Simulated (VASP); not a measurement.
The system is Ca3Zr2N.

```
Ca Zr N
1.0
     3.67631    0.00000    0.00000
    -1.83816    3.18378    0.00000
     0.00000    0.00000    9.00899
Ca Zr N
3 2 1
Cartesian
  0.0000 0.0000 4.5045
  0.0000 2.1225 1.6044
  1.8382 1.0613 7.4046
  0.0000 2.1225 5.9555
  1.8382 1.0613 3.0535
  0.0000 0.0000 0.0000
```

* Program: VASP 6.6.1
* Task: relaxation of cell and atoms
* Functional: PBE
* Potentials or basis: VASP PAW PBE potentials, release 64 (Ca_sv, Zr_sv, N)
* Cutoff: 600 eV
* k mesh: 6 × 6 × 2
* Occupations: gaussian, width 0.1 eV
* Spin: no spin polarisation

At the start: pressure 23.5 GPa; volume 17.57 Å³/atom.

**Question.** Where does the relaxation end?

**Answer.** Over 26 steps the energy falls by 1889.4 meV/atom and the volume is 24.16 Å³/atom (+37.5 %); space group P-3m1 (No. 164, to 0.05 Å).

Step by step:
```csv
step,energy change (eV),largest force (eV/Å),pressure (GPa),volume (Å³)
1,0.0000,6.2494,23.52,105.45
2,-5.3995,2.9901,-0.54,149.90
3,-5.6459,2.2829,-3.20,162.74
4,-6.6663,1.5096,-2.46,155.42
5,-7.4316,0.4124,0.50,145.74
6,-7.4566,0.7528,2.01,142.89
7,-8.1202,1.7636,3.06,145.49
8,-8.7908,3.6383,9.74,144.09
9,-9.0478,3.0178,7.51,145.65
10,-9.3850,2.7531,5.52,149.36
11,-9.4859,1.6737,-0.69,159.72
12,-9.6359,2.2265,2.45,154.67
13,-9.6401,2.1472,2.02,155.41
14,-9.7716,2.1283,1.60,155.72
15,-10.0811,2.0495,0.47,156.53
16,-10.3413,1.7868,-1.33,157.60
17,-10.5492,1.6180,-1.41,155.70
18,-10.9971,1.0518,-1.44,150.05
19,-11.0069,1.5652,0.29,139.00
20,-11.1505,1.1409,-0.95,144.38
21,-11.2582,0.6124,1.15,140.40
22,-11.2671,0.3451,2.07,138.90
23,-11.3294,0.0600,0.74,142.88
24,-11.3353,0.0782,0.24,144.56
25,-11.3364,0.0738,-0.17,145.16
26,-11.3367,0.0272,-0.05,144.98
```

Final structure:
```
Ca Zr N
1.0
     3.39563    0.00000    0.00000
    -1.69782    2.94070    0.00000
     0.00000    0.00000   14.51858
Ca Zr N
3 2 1
Direct
  0.00000 0.00000 0.50000
  0.33333 0.66667 0.08896
  0.66667 0.33333 0.91104
  0.33333 0.66667 0.68901
  0.66667 0.33333 0.31099
  0.00000 0.00000 0.00000
```

Caveat: the volume moved by over 15 % at a fixed basis, so the end points are rough.
